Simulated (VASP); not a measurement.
Crystal: NaF (Villiaumite).

```
Na F
1.0
     0.00000    2.29724    2.29724
     2.29724    0.00000    2.29724
     2.29724    2.29724    0.00000
Na F
1 1
Direct
  0.00000 0.00000 0.00000
  0.50000 0.50000 0.50000
```

Base run:

```yaml
Program: VASP 6.6.1
Functional: r2SCAN
Potentials_or_basis: VASP PAW PBE potentials, release 64 (Na_pv, F)
Cutoff: 660 eV
k_mesh: 8 × 8 × 8
Occupations: gaussian, width 0.01 eV
Spin: no spin polarisation
```

Its results: band gap on the k mesh 7.32 eV, direct; pressure -0.8 GPa.

Task: The run is repeated on the same cell with these changes: functional from r2SCAN to PBEsol; cutoff from 660 eV to 600 eV; k mesh from 8 × 8 × 8 to 4 × 4 × 4. What comes out?

Result: Band gap on the k mesh 6.30 eV, direct; pressure 1.0 GPa.

Several settings changed at once, so the effect can't be laid on one alone.

Caveats: some runs use coarse meshes; the PAW data sets were made with another functional, which shifts forces and pressure a little.

